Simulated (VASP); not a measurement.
# NaCl (I4/mmm) in VASP: further runs, part 2 of 2

VASP 6.6.1. The steps go on from the part before.

## (5) Single point, PBEsol (strain +0.040 along x and y, -0.040 along z)

INCAR reads:

```
SYSTEM = NaCl
ALGO = Normal ; EDIFF = 1E-7
ENCUT = 520 ; GGA = PS
ISIF = 2 ; ISMEAR = 0
LASPH = .TRUE. ; LCHARG = .TRUE.
LELF = .TRUE. ; LREAL = .FALSE.
LVHAR = .TRUE. ; LWAVE = .FALSE.
NBANDS = 14 ; NELM = 80
PREC = Accurate ; SIGMA = 0.05
```

KPOINTS reads:

```
k-points
0
G
  8 8 8
  0 0 0
```

POSCAR reads:

```
NaCl
1.0
    0.0000000000      2.9450200000      2.7184800000
    2.9450200000      0.0000000000      2.7184800000
    2.9450200000      2.9450200000      0.0000000000
Na Cl
1 1
Direct
    0.0000000000      0.0000000000      0.0000000000
    0.5000000000      0.5000000000      0.5000000000
```

Potentials or basis: VASP PAW PBE potentials, release 64 (Na_pv, Cl).

Run with:

```bash
cat potpaw_PBE.64/Na_pv/POTCAR potpaw_PBE.64/Cl/POTCAR > POTCAR
mpirun -np 1 vasp_std > vasp.out
```

OUTCAR:

```text
SYSTEM = NaCl
   EDIFF = 1E-7
   ENCUT = 520
   GGA = PS
   ISIF = 2
   ISMEAR = 0
   LASPH = .TRUE.
   LREAL = .FALSE.
   NELM = 80
   PREC = Accurate

 ion  position               nearest neighbor table
   1  0.000  0.000  0.000-   2 2.72   2 2.72
   2  0.500  0.500  0.500-   1 2.72   1 2.72

  LATTYP: Found a body centered tetragonal cell.
 ALAT       =     4.1648872255
 C/A-ratio  =     1.3054279037

  Lattice vectors:

 A1 = (   0.0000000000,  -2.9450200000,  -2.7184800000)
[... 595 lines left out ...]
------------------------ aborting loop because EDIFF is reached ----------------------------------------

  FORCE on cell =-STRESS in cart. coord.  units (eV):
  Direction    XX          YY          ZZ          XY          YZ          ZX
  --------------------------------------------------------------------------------------
  -------------------------------------------------------------------------------------
  Total       -0.6191728     -0.6191728      0.2098384      0.0000000      0.0000000      0.0000000
  in kB      -21.0372897    -21.0372897      7.1295636      0.0000000      0.0000000      0.0000000
  external PRESSURE =     -11.6483386 kB  Pullay stress =       0.0000000 kB

 VOLUME and BASIS-vectors are now :
 -----------------------------------------------------------------------------
  energy-cutoff  :      520.00
  volume of cell :       47.16
      direct lattice vectors                 reciprocal lattice vectors
     0.000000000  2.945020000  2.718480000    -0.169778134  0.169778134  0.183926312
     2.945020000  0.000000000  2.718480000     0.169778134 -0.169778134  0.183926312
     2.945020000  2.945020000  0.000000000     0.169778134  0.169778134 -0.183926312

 POSITION                                       TOTAL-FORCE (eV/Angst)
 -----------------------------------------------------------------------------------
      0.00000      0.00000      0.00000        -0.000000      0.000000      0.000000
      2.94502      2.94502      2.71848         0.000000     -0.000000     -0.000000
 -----------------------------------------------------------------------------------
    total drift:                                0.000000      0.000000      0.000000

  FREE ENERGIE OF THE ION-ELECTRON SYSTEM (eV)
  ---------------------------------------------------
  free  energy   TOTEN  =        -6.9623157604 eV

  energy  without entropy=       -6.9623157604  energy(sigma->0) =       -6.96231576
```

OSZICAR:

```text
N       E                     dE             d eps       ncg     rms          rms(c)
DAV:   1     0.100176411971E+03    0.10018E+03   -0.70671E+03  1664   0.992E+02
DAV:   2     0.128064239286E+01   -0.98896E+02   -0.90882E+02  1792   0.267E+02
DAV:   3    -0.700208146455E+01   -0.82827E+01   -0.82269E+01  2156   0.721E+01
DAV:   4    -0.713730068039E+01   -0.13522E+00   -0.13517E+00  1946   0.101E+01
DAV:   5    -0.714017218612E+01   -0.28715E-02   -0.28712E-02  2246   0.148E+00    0.191E+00
DAV:   6    -0.696922263601E+01    0.17095E+00   -0.28555E-01  2054   0.351E+00    0.137E+00
DAV:   7    -0.695811232558E+01    0.11110E-01   -0.64928E-02  2300   0.161E+00    0.927E-01
DAV:   8    -0.696235541642E+01   -0.42431E-02   -0.85831E-03  1886   0.819E-01    0.272E-01
DAV:   9    -0.696226302545E+01    0.92391E-04   -0.20134E-04  2066   0.108E-01    0.185E-01
DAV:  10    -0.696233348207E+01   -0.70457E-04   -0.41427E-04  2018   0.117E-01    0.780E-02
DAV:  11    -0.696231663162E+01    0.16850E-04   -0.31804E-05  2132   0.386E-02    0.228E-02
DAV:  12    -0.696231567812E+01    0.95350E-06   -0.36786E-06  2012   0.114E-02    0.278E-03
DAV:  13    -0.696231584453E+01   -0.16642E-06   -0.26682E-07  2132   0.358E-03    0.423E-04
DAV:  14    -0.696231576043E+01    0.84101E-07   -0.19292E-08  1390   0.894E-04
   1 F= -.69623158E+01 E0= -.69623158E+01  d E =-.708634E-18
```

stdout:

```text
POSCAR found type information on POSCAR NaCl
 POSCAR found :  2 types and       2 ions
 scaLAPACK will be used
 -----------------------------------------------------------------------------
|                                                                             |
|                                                                             |
|     You enforced a specific xc type in the INCAR file but a different       |
|     I HOPE YOU KNOW WHAT YOU ARE DOING!                                     |
|                                                                             |
 -----------------------------------------------------------------------------

 LDA part: xc-table for (Slater+PW92), standard interpolation
 POSCAR, INCAR and KPOINTS ok, starting setup
 FFT: planning ... GRIDC
 FFT: planning ... GRID_SOFT
 FFT: planning ... GRID
 WAVECAR not read
 entering main loop
```

Run time: 23 s. Hardware: 1 thread of AMD EPYC 9R45 (Zen 5), shared host; peak memory 0.15 GiB.

Results:

```
Free energy            : -6.9623 eV
Pressure               : -1.2 GPa
Band gap on the k mesh : 4.74 eV
```

Levels at points of the mesh, in eV from the valence-band top:
| k point | band 5 | band 6 | band 7 | band 8 | band 9 | band 10 |
| --- | --- | --- | --- | --- | --- | --- |
| (0.00, 0.00, 0.00) | -0.08 | 0.00 | 0.00 | 4.74 | 10.76 | 10.76 |
| (0.50, 0.00, 0.00) | -1.85 | -0.31 | -0.24 | 6.96 | 10.08 | 10.35 |
| (0.50, 0.50, 0.00) | -1.56 | -0.69 | -0.69 | 7.33 | 7.71 | 11.27 |
| (0.50, 0.00, 0.50) | -1.61 | -0.65 | -0.42 | 7.30 | 8.04 | 10.52 |

Caveat: the cell differs from its parent crystal (strain +0.040 along x and y, -0.040 along z); the PAW data sets were made with another functional, which shifts forces and pressure a little. A k mesh can miss the band edges.

## (6) Single point, PBEsol (strain +0.080 along x and y, -0.080 along z)

INCAR reads:

```
SYSTEM = NaCl
PREC = Accurate
ENCUT = 520
EDIFF = 1E-6
ISMEAR = 0
SIGMA = 0.05
LREAL = .False.
LASPH = .True.
NELM = 100
ALGO = Normal
ISIF = 2
LWAVE = .False.
LCHARG = .False.
GGA = PS
NBANDS = 14
```

KPOINTS reads:

```
Automatic mesh
0
Gamma
  8 8 8
  0 0 0
```

POSCAR reads:

```
NaCl
1.0
    0.0000000000      3.0582900000      2.6052100000
    3.0582900000      0.0000000000      2.6052100000
    3.0582900000      3.0582900000      0.0000000000
Na Cl
1 1
Direct
    0.0000000000      0.0000000000      0.0000000000
    0.5000000000      0.5000000000      0.5000000000
```

Potentials or basis: VASP PAW PBE potentials, release 64 (Na_pv, Cl).

Run with:

```bash
cat potpaw_PBE.64/Na_pv/POTCAR potpaw_PBE.64/Cl/POTCAR > POTCAR
mpirun -np 1 vasp_std > vasp.out
```

It took 19 s on 1 thread of AMD EPYC 9R45 (Zen 5), shared host; peak memory 0.15 GiB.

Results (log left out):

| Quantity | Value |
| --- | --- |
| Free energy | -6.8833 eV |
| Pressure | -0.7 GPa |
| Band gap on the k mesh | 4.63 eV |

Stress tensor (GPa, compression positive):
```
-2.65  0.00  0.00
 0.00 -2.65  0.00
 0.00  0.00  3.34
```

Levels at points of the mesh, in eV from the valence-band top:
| k point | band 3 | band 4 | band 5 | band 6 | band 7 | band 8 | band 9 | band 10 | band 11 | band 12 |
| --- | --- | --- | --- | --- | --- | --- | --- | --- | --- | --- |
| (0.00, 0.00, 0.00) | -20.79 | -12.54 | -0.19 | 0.00 | 0.00 | 4.63 | 10.63 | 10.63 | 11.75 | 12.03 |
| (0.50, 0.00, 0.00) | -20.80 | -12.25 | -1.80 | -0.36 | -0.24 | 6.88 | 9.80 | 9.93 | 11.68 | 14.28 |
| (0.50, 0.50, 0.00) | -20.81 | -12.17 | -1.46 | -0.76 | -0.76 | 7.39 | 7.54 | 11.54 | 13.23 | 13.23 |
| (0.50, 0.00, 0.50) | -20.80 | -12.27 | -1.57 | -0.70 | -0.27 | 7.26 | 8.24 | 10.05 | 13.43 | 14.22 |

Caveat: the cell differs from its parent crystal (strain +0.080 along x and y, -0.080 along z); the stress differs along the axes, from -3 to 3 GPa; the PAW data sets were made with another functional, which shifts forces and pressure a little. A k mesh can miss the band edges.

## (7) Overview

```tsv
cell	gap on the mesh (eV)	pressure (GPa)
a = 4.008, b = 4.008, c = 3.845 Å, angles 61.3, 61.3, 57.3°, 2 atoms	5.02	0.7
a = 4.092, b = 4.092, c = 3.845 Å, angles 62.0, 62.0, 56.0°, 2 atoms	4.90	0.1
a = 3.932, b = 3.932, c = 4.165 Å, angles 58.0, 58.0, 64.0°, 2 atoms	4.88	0.4
a = 4.008, b = 4.008, c = 4.165 Å, angles 58.7, 58.7, 62.6°, 2 atoms	4.74	-1.2
a = 4.017, b = 4.017, c = 4.325 Å, angles 57.4, 57.4, 65.1°, 2 atoms	4.63	-0.7
```

Alike in all rows: task single point; level PBEsol; potentials or basis VASP PAW PBE potentials, release 64 (Na_pv, Cl); no spin polarisation; k mesh 8 × 8 × 8; cutoff (eV) 520; smearing gaussian 0.05 eV.

Caveats: the PAW data sets were made with another functional, which shifts forces and pressure a little; the stress differs along the axes, from -2 to 5 GPa (at least some runs); the stress differs along the axes, from -3 to 3 GPa (at least some runs).

Total energies depend on the potentials used, so only differences within one code and one set of settings carry meaning.
